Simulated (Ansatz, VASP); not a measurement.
# MgAu: VASP beside Ansatz

The input INCAR:

```
  PREC = Accurate
  ENCUT = 520
  EDIFF = 1E-8
  ISMEAR = -1
  SIGMA = 0.05
  LREAL = F
  LASPH = T
  NELM = 80
  ALGO = Normal
  ISIF = 2
  LWAVE = F
  LCHARG = F
  GGA = CA
  LEFG = T
  NBANDS = 14
```

Contents of KPOINTS:

```
Automatic mesh
0
Gamma
  13 13 13
```

POSCAR

```
MgAu
1.0
    3.3229181883      0.0000000000      0.0000000000
    0.0000000000      3.3229181883      0.0000000000
    0.0000000000      0.0000000000      3.3229181883
Mg Au
1 1
Direct
    0.5000000000      0.5000000000      0.5000000000
    0.0000000000      0.0000000000      0.0000000000
```

Input for Ansatz:

```yaml
crystal:
  lattice:
    - [3.3229181883, 0.0, 0.0]
    - [0.0, 3.3229181883, 0.0]
    - [0.0, 0.0, 3.3229181883]
  atoms:
    - { symbol: Mg, position: [0.5, 0.5, 0.5] }
    - { symbol: Au, position: [0.0, 0.0, 0.0] }
kpoints:
  mp_grid: { grid: [13, 13, 13] }
scf:
  occupations: { method: fermi_dirac, width: 0.05 }
hamiltonian:
  xc: lda
  pseudopotentials: { kind: all_electron, datasets: crystal }
output:
  forces: true
  stress: true
  eigenvalues: true
  efg: { contact_densities: true }
```

Change from the starting cell: volume scaled by 1.06, crystal datasets.

Alike in both runs: task electric field gradients; functional LDA; k mesh 13 × 13 × 13; occupations fermi-dirac, width 0.05 eV; no spin polarisation.

|  | VASP | Ansatz |
| --- | --- | --- |
| version | VASP 6.6.1 | Ansatz 0.2.0 |
| potentials or method | VASP PAW LDA potentials, release 64 (Mg, Au), cutoff 520 eV | all-electron PAW with datasets made for the crystal, scalar-relativistic |

```tsv
	VASP	Ansatz	Ansatz less VASP
pressure (GPa)	-8.1	-7.8	+0.38
```

LDA's correlation is that of Perdew and Zunger in VASP and of Perdew and Wang (1992) in Ansatz. Ansatz ran all-electron here, and VASP with PAW potentials.

Spin-orbit coupling is off throughout.
